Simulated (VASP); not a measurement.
# AlN in VASP: a series of runs

Runs on AlN. Level: PBEsol. Tasks: relaxation of the atoms.

Program: VASP 6.6.1. These are calculated values, not measurements. Logs are shortened: lines on timing, memory, paths and dates and some standing lists are left out, and cuts for length are marked.

**1. The cell of the first run**

Symmetry: P6_3mc, No. 186, hexagonal system. The conventional cell has a = 3.114 Å, b = 3.114 Å, c = 5.008 Å, α = 90.00°, β = 90.00°, γ = 120.00°. Within 2.5 Å of Al (site symmetry 3m) lie 4 N at 1.89 to 1.91 Å. Within 2.5 Å of N (site symmetry 3m) lie 4 Al at 1.89 to 1.91 Å.

**2. Relaxation of the atoms, PBEsol (z stretched by +0.5 %, x and y held)**

Contents of INCAR:

```
PREC = Accurate
ENCUT = 520
EDIFF = 1E-6
ISMEAR = 0
SIGMA = 0.01
LREAL = False
LASPH = True
NELM = 80
ALGO = Normal
ISIF = 2
LWAVE = False
LCHARG = False
GGA = PS
IBRION = 2
NSW = 50
EDIFFG = -0.002
```

Contents of KPOINTS:

```
Automatic mesh
0
Gamma
  8 8 6
```

Contents of POSCAR:

```
AlN
1.0
    3.1138302227      0.0000000000      0.0000000000
   -1.5569151113      2.6966560759      0.0000000000
    0.0000000000      0.0000000000      5.0077669937
Al N
2 2
Direct
    0.3333333333      0.6666666667     -0.0010085685
    0.6666666667      0.3333333333      0.4989914315
    0.3333333333      0.6666666667      0.3810085685
    0.6666666667      0.3333333333      0.8810085685
```

Potentials or basis: VASP PAW PBE potentials, release 64 (Al, N).

Command:

```bash
$ cat potpaw_PBE.64/Al/POTCAR potpaw_PBE.64/N/POTCAR > POTCAR
$ mpirun -np 1 vasp_std > vasp.out
```

OUTCAR:

```text
PREC = Accurate
   ENCUT = 520
   EDIFF = 1E-6
   ISMEAR = 0
   LREAL = False
   LASPH = True
   NELM = 80
   ISIF = 2
   GGA = PS
   IBRION = 2
   NSW = 50
   EDIFFG = -0.002

 ion  position               nearest neighbor table
   1  0.333  0.667  0.999-   4 1.89   4 1.89   4 1.89   3 1.91   2 3.08   2 3.08   2 3.08   2 3.08
                             2 3.08   2 3.08
   2  0.667  0.333  0.499-   3 1.89   3 1.89   3 1.89   4 1.91   1 3.08   1 3.08   1 3.08   1 3.08
                             1 3.08   1 3.08
   3  0.333  0.667  0.381-   2 1.89   2 1.89   2 1.89   1 1.91
   4  0.667  0.333  0.881-   1 1.89   1 1.89   1 1.89   2 1.91

  LATTYP: Found a hexagonal cell.
 ALAT       =     3.1138302227
 C/A-ratio  =     1.6082337942

  Lattice vectors:

 A1 = (   3.1138302227,   0.0000000000,   0.0000000000)
 A2 = (  -1.5569151113,   2.6966560759,   0.0000000000)
 A3 = (   0.0000000000,   0.0000000000,   5.0077669937)

Analysis of symmetry for initial positions (statically):
=====================================================================
 Subroutine PRICEL returns:
 Original cell was already a primitive cell.

 Routine SETGRP: Setting up the symmetry group for a
 hexagonal supercell.

 Subroutine GETGRP returns: Found 12 space group operations
 (whereof  6 operations were pure point group operations)
 out of a pool of 24 trial point group operations.

The static configuration has the point symmetry C_3v.
 The point group associated with its full space group is C_6v.

Analysis of symmetry for dynamics (positions and initial velocities):
=====================================================================
 Subroutine PRICEL returns:
 Original cell was already a primitive cell.

 Routine SETGRP: Setting up the symmetry group for a
 hexagonal supercell.

 Subroutine GETGRP returns: Found 12 space group operations
 (whereof  6 operations were pure point group operations)
 out of a pool of 24 trial point group operations.

The dynamic configuration has the point symmetry C_3v.
 The point group associated with its full space group is C_6v.

 Subroutine INISYM returns: Found 12 space group operations
 (whereof  6 operations are pure point group operations),
 and found     1 'primitive' translations

----------------------------------------------------------------------------------------

                                     Primitive cell

  volume of cell :      42.0499

  direct lattice vectors                    reciprocal lattice vectors
     3.113830223  0.000000000  0.000000000     0.321147888  0.185414820  0.000000000
    -1.556915111  2.696656076  0.000000000     0.000000000  0.370829639  0.000000000
     0.000000000  0.000000000  5.007766994     0.000000000  0.000000000  0.199689802

  length of vectors
     3.113830223  3.113830223  5.007766994     0.370829639  0.370829639  0.199689802

  position of ions in fractional coordinates (direct lattice)
     0.333333333  0.666666667  0.998991432
     0.666666667  0.333333333  0.498991432
     0.333333333  0.666666667  0.381008569
     0.666666667  0.333333333  0.881008569

  ion indices of the primitive-cell ions
   primitive index   ion index
                 1           1
                 2           2
                 3           3
                 4           4

----------------------------------------------------------------------------------------

 KPOINTS: Automatic mesh

Automatic generation of k-mesh.
 Grid dimensions read from file:
 generate k-points for:    8    8    6

 Generating k-lattice:

  Cartesian coordinates                     Fractional coordinates (reciprocal lattice)
     0.040143486  0.023176852  0.000000000     0.125000000 -0.000000000  0.000000000
     0.000000000  0.046353705  0.000000000     0.000000000  0.125000000  0.000000000
     0.000000000  0.000000000  0.033281634     0.000000000  0.000000000  0.166666667

  Length of vectors
     0.046353705  0.046353705  0.033281634

  Shift w.r.t. Gamma in fractional coordinates (k-lattice)
     0.000000000  0.000000000  0.000000000

 Subroutine IBZKPT returns following result:
 ===========================================

 Found     40 irreducible k-points:

 Following reciprocal coordinates:
            Coordinates               Weight
  0.000000  0.000000  0.000000      1.000000
  0.125000 -0.000000  0.000000      6.000000
  0.250000 -0.000000  0.000000      6.000000
  0.375000 -0.000000  0.000000      6.000000
  0.500000 -0.000000  0.000000      3.000000
  0.125000  0.125000  0.000000      6.000000
[... 16 lines left out ...]
  0.250000 -0.000000  0.333333     12.000000
  0.375000 -0.000000  0.333333     12.000000
 [... further k-points ...]
   k-points           NKPTS =     40   k-points in BZ     NKDIM =     40   number of bands    NBANDS=     12
   number of dos      NEDOS =    301   number of ions     NIONS =      4
   total plane-waves  NPLWV =  23040
   dimension x,y,z NGX =    24 NGY =   24 NGZ =   40
   dimension x,y,z NGXF=    48 NGYF=   48 NGZF=   80
   ions per type =               2   2
   NGX,Y,Z   is equivalent  to a cutoff of  12.81, 12.81, 13.28 a.u.
   NGXF,Y,Z  is equivalent  to a cutoff of  25.63, 25.63, 26.56 a.u.
 SYSTEM =  unknown system
   PREC   = accura    normal or accurate (medium, high low for compatibility)
   ISTART =      0    job   : 0-new  1-cont  2-samecut
   ICHARG =      2    charge: 1-file 2-atom 10-const
   ISPIN  =      1    spin polarized calculation?
   LNONCOLLINEAR =      F non collinear calculations
   LSORBIT =      F    spin-orbit coupling
   LASPH  =      T    aspherical Exc in radial PAW
   ENCUT  =  520.0 eV  38.22 Ry    6.18 a.u.   5.79  5.79  9.31*2*pi/ulx,y,z
   NELM   =     80;   NELMIN=  2; NELMDL= -5     # of ELM steps
   EDIFF  = 0.1E-05   stopping-criterion for ELM
   LREAL  =      F    real-space projection
   EDIFFG = -.2E-02   stopping-criterion for IOM
   NSW    =     50    number of steps for IOM
   IBRION =      2    ionic relax: 0-MD 1-quasi-New 2-CG
   NFREE  =      1    steps in history (QN), initial steepest desc. (CG)
   ISIF   =      2    stress and relaxation
   ISYM   =      2    0-nonsym 1-usesym 2-fastsym
   POTIM  = 0.5000    time-step for ionic-motion
   TEBEG  =    0.0;   TEEND  =   0.0 temperature during run
   PSTRESS=    0.0 pullay stress
   NELECT =      16.0000    total number of electrons
   NUPDOWN=      -1.0000    fix difference up-down
   EMIN   =  10.00;   EMAX   =-10.00  energy-range for DOS
   EFERMI =   0.00;   METHOD = LEGACY
   ISMEAR =     0;   SIGMA  =   0.01  broadening in eV -4-tet -1-fermi 0-gaus
   EFERMI_NEDOS =   21; number of points for ismear=-14 and -15
   IALGO  =     38    algorithm
   IMIX   =      4    mixing-type and parameters
     AMIX     =   0.40;   BMIX     =  1.00
     AMIX_MAG =   1.60;   BMIX_MAG =  1.00
  volume/ion in A,a.u.               =      10.51        70.94
  Fermi-wavevector in a.u.,A,eV,Ry     =   1.186297  2.241776 19.147474  1.407300
  Thomas-Fermi vector in A             =   2.322472
   LORBIT       =      0    0 simple, 1 ext, 2 COOP (PROOUT), +10 PAW based schemes
   GGA     = PS    functional components
   LHFCALC =     F    Hartree Fock is set to
   AEXX    =    0.0000 exact exchange contribution
   IVDW    =     0    specifies the selected vdW correction
   LEPSILON=     F    determine dielectric tensor
   LRPA    =     F    only Hartree local field effects (RPA)
 conjugate gradient relaxation of ions
 non-spin polarized calculation
 Gauss-broadening in eV      SIGMA  =   0.01
  energy-cutoff  :      520.00
  volume of cell :       42.05
 maximum number of plane-waves:      1148
 NGX is ok and might be reduce to    24
   NGX = 11   NGY = 11   NGZ = 19

--------------------------------------- Ionic step        1  -------------------------------------------

 number of electron      15.9999996 magnetization

 Free energy of the ion-electron system (eV)
  ---------------------------------------------------
  ext. energy  EPLUGINS =         0.00000000
  ---------------------------------------------------
  free energy    TOTEN  =       -31.31104878 eV

  energy without entropy =      -31.31104878  energy(sigma->0) =      -31.31104878

------------------------ aborting loop because EDIFF is reached ----------------------------------------

  FORCE on cell =-STRESS in cart. coord.  units (eV):
  Direction    XX          YY          ZZ          XY          YZ          ZX
  --------------------------------------------------------------------------------------
  -------------------------------------------------------------------------------------
  Total       -0.1008394     -0.1008394     -0.5834962     -0.0000000     -0.0000000      0.0000000
  in kB       -3.8421688     -3.8421688    -22.2322789     -0.0000000     -0.0000000      0.0000000
  external PRESSURE =      -9.9722055 kB  Pullay stress =       0.0000000 kB
[... 61 lines left out ...]
  energy  without entropy=      -31.3113223726  energy(sigma->0) =      -31.31132237

--------------------------------------- Ionic step        3  -------------------------------------------

 number of electron      15.9999997 magnetization

 Free energy of the ion-electron system (eV)
  ---------------------------------------------------
  ext. energy  EPLUGINS =         0.00000000
  ---------------------------------------------------
  free energy    TOTEN  =       -31.31133183 eV

  energy without entropy =      -31.31133183  energy(sigma->0) =      -31.31133183

 E-fermi :   6.0752     XC(G=0): -11.0782

 val. band max:        5.9730988573   @ k =   0.0000   0.0000   0.0000
 cond. band min:      10.0670929331   @ k =   0.0000   0.0000   0.0000
 fundamental gap:      4.0939940758
 Fermi energy:         6.0752441979

 k-point     1 :       0.0000    0.0000    0.0000
  band No.  band energies     occupation
      1      -9.1278      2.00000
      2      -6.9836      2.00000
      3      -0.0424      2.00000
      4       5.1530      2.00000
      5       5.1530      2.00000
      6       5.7925      2.00000
      7       5.7925      2.00000
      8       5.9731      2.00000
      9      10.0671      0.00000
     10      12.5508      0.00000
     11      16.4216      0.00000
     12      17.0336      0.00000
[... 331 lines left out ...]
 k-point    24 :       0.3750   -0.0000    0.3333
  band No.  band energies     occupation
      1      -7.3402      2.00000
      2      -6.7342      2.00000
      3       0.6973      2.00000
      4       1.3337      2.00000
      5       3.5413      2.00000
      6       4.3452      2.00000
      7       5.0000      2.00000
      8       5.0202      2.00000
      9      11.1599      0.00000
     10      12.0427      0.00000
     11      14.8655      0.00000
     12      15.8150      0.00000

 [... further k-points ...]
[... 5 lines left out ...]
  --------------------------------------------------------------------------------------
  -------------------------------------------------------------------------------------
  Total       -0.1422456     -0.1422456     -0.4584093     -0.0000000      0.0000000      0.0000000
  in kB       -5.4198186     -5.4198186    -17.4662385     -0.0000000      0.0000000      0.0000000
  external PRESSURE =      -9.4352919 kB  Pullay stress =       0.0000000 kB
[... 19 lines left out ...]
  FREE ENERGIE OF THE ION-ELECTRON SYSTEM (eV)
  ---------------------------------------------------
  free  energy   TOTEN  =       -31.3113318285 eV

  energy  without entropy=      -31.3113318285  energy(sigma->0) =      -31.31133183

 reached required accuracy - stopping structural energy minimisation
```

Run time: 39 s. Hardware: 1 thread of Intel Xeon 8259CL, shared host; peak memory 0.16 GiB.

What came out:

| Quantity | Value |
| --- | --- |
| Free energy | -31.3113 eV |
| Energy gained by relaxing | 0.1 meV/atom |
| Ionic steps | 3 |
| Pressure after relaxing | -0.9 GPa |
| Band gap on the k mesh | 4.09 eV |

Stress tensor (GPa, compression positive):
```
-0.54  0.00  0.00
 0.00 -0.54  0.00
 0.00  0.00 -1.75
```

Step by step:
| step | energy change (eV) | largest force (eV/Å) | pressure (GPa) |
| --- | --- | --- | --- |
| 1 | 0.0000 | 0.0589 | -1.00 |
| 2 | -0.0003 | 0.0109 | -0.94 |
| 3 | -0.0003 | 0.0002 | -0.94 |

Final structure:
```cif
data_structure
_symmetry_space_group_name_H-M 'P 1'
_symmetry_Int_Tables_number 1
_cell_length_a 3.1138
_cell_length_b 3.1138
_cell_length_c 5.0078
_cell_angle_alpha 90.000
_cell_angle_beta 90.000
_cell_angle_gamma 120.000
_cell_volume 42.05
loop_
_atom_site_label
_atom_site_type_symbol
_atom_site_fract_x
_atom_site_fract_y
_atom_site_fract_z
_atom_site_occupancy
Al1 Al 0.33333 0.66667 0.99947 1
Al2 Al 0.66667 0.33333 0.49947 1
N1 N 0.33333 0.66667 0.38053 1
N2 N 0.66667 0.33333 0.88053 1
```

Caveat: the cell differs from its parent crystal (z stretched by +0.5 %, x and y held); the PAW data sets were made with another functional, which shifts forces and pressure a little.

**3. Relaxation of the atoms, PBEsol**

This run uses another cell than the first one, of 10.62 Å³/atom.

Contents of INCAR:

```
SYSTEM = AlN
ALGO = Normal ; EDIFF = 1E-6
EDIFFG = -0.002 ; ENCUT = 520
GGA = PS ; IBRION = 2
ISIF = 2 ; ISMEAR = 0
LASPH = .TRUE. ; LCHARG = .FALSE.
LREAL = .FALSE. ; LWAVE = .FALSE.
NELM = 60 ; NSW = 50
PREC = Accurate ; SIGMA = 0.01
```

Contents of KPOINTS:

```
k-points
0
G
  8 8 6
  0 0 0
```

POSCAR: that of step 2 with these lines changed.

```diff
@@ -2,4 +2,4 @@
 1.0
-    3.1138302227      0.0000000000      0.0000000000
-   -1.5569151113      2.6966560759      0.0000000000
+    3.1293993738      0.0000000000      0.0000000000
+   -1.5646996869      2.7101393563      0.0000000000
     0.0000000000      0.0000000000      5.0077669937
```

Potentials or basis: VASP PAW PBE potentials, release 64 (Al, N).

Command:

```bash
$ cat potpaw_PBE.64/Al/POTCAR potpaw_PBE.64/N/POTCAR > POTCAR
$ mpirun -np 1 vasp_std > vasp.out
```

It took 28 s on 1 thread of Intel Xeon 8259CL, shared host; peak memory 0.16 GiB.

Results (log left out):

| Item | Value |
| --- | --- |
| Free energy | -31.3068 eV |
| Energy gained by relaxing | 0.0 meV/atom |
| Ionic steps | 2 |
| Pressure after relaxing | -2.9 GPa |
| Band gap on the k mesh | 3.98 eV |

Stress tensor (GPa, compression positive):
```
-3.05  0.00  0.00
 0.00 -3.05  0.00
 0.00  0.00 -2.74
```

Final structure:
```yaml
crystal:
  lattice:
    - [3.12940, 0.00000, 0.00000]
    - [-1.56470, 2.71014, 0.00000]
    - [0.00000, 0.00000, 5.00777]
  atoms:
    - { symbol: Al, position: [0.33333, 0.66667, 0.99905] }
    - { symbol: Al, position: [0.66667, 0.33333, 0.49905] }
    - { symbol: N, position: [0.33333, 0.66667, 0.38095] }
    - { symbol: N, position: [0.66667, 0.33333, 0.88095] }
```

Levels at points of the mesh, in eV from the valence-band top:
| k point | band 4 | band 5 | band 6 | band 7 | band 8 | band 9 | band 10 | band 11 | band 12 |
| --- | --- | --- | --- | --- | --- | --- | --- | --- | --- |
| (0.00, 0.00, 0.00) | -0.87 | -0.87 | -0.22 | -0.22 | 0.00 | 3.98 | 6.42 | 10.37 | 10.91 |
| (0.50, 0.00, 0.00) | -4.17 | -3.34 | -2.09 | -1.79 | -0.70 | 5.61 | 5.64 | 7.94 | 10.05 |
| (0.00, 0.00, 0.50) | -3.33 | -0.55 | -0.55 | -0.55 | -0.55 | 6.24 | 6.24 | 10.08 | 10.08 |
| (0.50, 0.00, 0.50) | -5.60 | -1.47 | -1.47 | -1.37 | -1.37 | 5.12 | 5.12 | 9.03 | 9.03 |

Caveat: the PAW data sets were made with another functional, which shifts forces and pressure a little.

(Continued in part 2 of 2.)
